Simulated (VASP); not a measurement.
Wanted: the native input for a VASP 6.6.1 run.

- Task: single point
- Functional: PBE
- Potentials or basis: VASP PAW PBE potentials, release 64 (Li_sv, N, H)
- Cutoff: 520 eV
- k mesh: 2 × 2 × 1
- Occupations: gaussian, width 0.15 eV
- Spin: no spin polarisation
- Dipole correction: no
- Further INCAR settings: LREAL = Auto; ALGO = Normal; EDIFF = 1e-06; NBANDS = 64

The structure of Li27HN lies in POSCAR:

```
Li27HN
1.0
   10.4700000000      0.0000000000      0.0000000000
    0.0000000000     10.4700000000      0.0000000000
    0.0000000000      0.0000000000     16.4900000000
Li N H
27 1 1
Direct
    0.0000000000      0.0000000000      0.0606428138
    0.3333333333      0.0000000000      0.0606428138
    0.6666666667      0.0000000000      0.0606428138
    0.0000000000      0.3333333333      0.0606428138
    0.3333333333      0.3333333333      0.0606428138
    0.6666666667      0.3333333333      0.0606428138
    0.0000000000      0.6666666667      0.0606428138
    0.3333333333      0.6666666667      0.0606428138
    0.6666666667      0.6666666667      0.0606428138
    0.1664977077      0.1599551098      0.1629811401
    0.4896045845      0.1770747851      0.1662694967
    0.8439664756      0.1773270296      0.1663446331
    0.1669855778      0.5001625597      0.1679311704
    0.5069440306      0.4999362942      0.1629419042
    0.8267190067      0.4999255014      0.1630696180
    0.1665068768      0.8401856734      0.1630157065
    0.4897307545      0.8230959885      0.1663489388
    0.8438344795      0.8228608405      0.1663766525
   -0.0007599809      0.0001111748      0.2677405700
    0.3340676218      0.0001696275      0.2676600364
    0.6669422159      0.0003293219      0.2542816859
    0.0320659981      0.3650568290      0.2697180716
    0.3019500478      0.3648386819      0.2695285628
    0.6664976122      0.3324712512      0.2676943602
    0.0318015282      0.6350038204      0.2697747726
    0.3022946514      0.6352910220      0.2695231656
    0.6665706781      0.6673365807      0.2677005458
    1.1671800382      0.5002233047      0.2818901759
    1.1678312321      0.5004307545      0.3446793208
```

These files were run (other wordings do the same):

INCAR

```
SYSTEM = Li27HN
ALGO = Normal
EDIFF = 1E-6
ENCUT = 520
GGA = PE
ISIF = 2
ISMEAR = 0
LASPH = .TRUE.
LCHARG = .FALSE.
LREAL = Auto
LWAVE = .FALSE.
NBANDS = 64
NELM = 60
PREC = Accurate
SIGMA = 0.15
```

KPOINTS

```
k-points
0
G
  2 2 1
  0 0 0
```

Potentials or basis: VASP PAW PBE potentials, release 64 (Li_sv, N, H).

Run with:

```console
$ cat potpaw_PBE.64/Li_sv/POTCAR potpaw_PBE.64/N/POTCAR potpaw_PBE.64/H/POTCAR > POTCAR
$ mpirun -np 1 vasp_std > vasp.out
```

Results of the run:

| Item | Value |
| --- | --- |
| Largest force | 0.157 eV/Å |
| Band gap on the k mesh | zero (an odd number of electrons rules out a gap without spin polarisation) |

Run time: 12 min on 1 thread of AMD EPYC 9R45 96-Core Processor (Zen 5) (shared host), peak memory 1.5 GiB.
